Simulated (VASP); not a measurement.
Set up this calculation in VASP 6.6.1, as the native input.

- Task: single point
- Functional: PBEsol
- Potentials or basis: VASP PAW PBE potentials, release 64 (Ge_d, Fe)
- Cutoff: 520 eV
- k mesh: 5 × 5 × 5
- Occupations: fermi-dirac, width 0.05 eV
- Spin: collinear spin, zero start
- Starting moments: [0.0, 0.0, 0.0, 0.0, 0.0, 0.0, 0.0, 0.0] μB
- Fixed moment: 0 μB
- Dipole correction: no
- Further INCAR settings: ALGO = Normal; EDIFF = 1e-06; NBANDS = 58

The structure of FeGe lies in POSCAR:

```
FeGe
1.0
    4.6890000000      0.0000000000      0.0000000000
    0.0000000000      4.6890000000      0.0000000000
    0.0000000000      0.0000000000      4.6890000000
Ge Fe
4 4
Direct
    0.1580000000      0.3420000000      0.6580000000
    0.3420000000      0.6580000000      0.1580000000
    0.6580000000      0.1580000000      0.3420000000
    0.8420000000      0.8420000000      0.8420000000
    0.8650000000      0.6350000000      0.3650000000
    0.6350000000      0.3650000000      0.8650000000
    0.3650000000      0.8650000000      0.6350000000
    0.1350000000      0.1350000000      0.1350000000
```

These files were run (other wordings do the same):

INCAR

```
SYSTEM = FeGe
PREC = Accurate
ENCUT = 520
EDIFF = 1E-6
ISMEAR = -1
SIGMA = 0.05
LREAL = .FALSE.
LASPH = .TRUE.
NELM = 150
ALGO = Normal
ISIF = 2
LWAVE = .FALSE.
LCHARG = .TRUE.
ISPIN = 2
MAGMOM = 0 0 0 0 0 0 0 0
LORBIT = 11
NUPDOWN = 0.0
LMAXMIX = 4
GGA = PS
LELF = .TRUE.
LVHAR = .TRUE.
NBANDS = 58
```

KPOINTS

```
Automatic mesh
0
G
  5 5 5
  0 0 0
```

Potentials or basis: VASP PAW PBE potentials, release 64 (Ge_d, Fe).

Run with:

```console
$ cat potpaw_PBE.64/Ge_d/POTCAR potpaw_PBE.64/Fe/POTCAR > POTCAR
$ mpirun -np 1 vasp_std > vasp.out
```

Results of the run:

The pressure is -12.6 GPa and the largest force is 0.392 eV/Å. The net moment is 0.00 μB per cell. The valence electrons inside the program's atomic spheres are Ge 12.45; Fe 7.33.

Caveat: the cell stands under tension; the PAW data sets were made with another functional, which shifts forces and pressure a little; the total moment is fixed, so each spin has its own Fermi level.

Run time: 76 s on 1 thread of AMD EPYC 9R45 96-Core Processor (Zen 5), with other jobs on the host, peak memory 0.26 GiB.
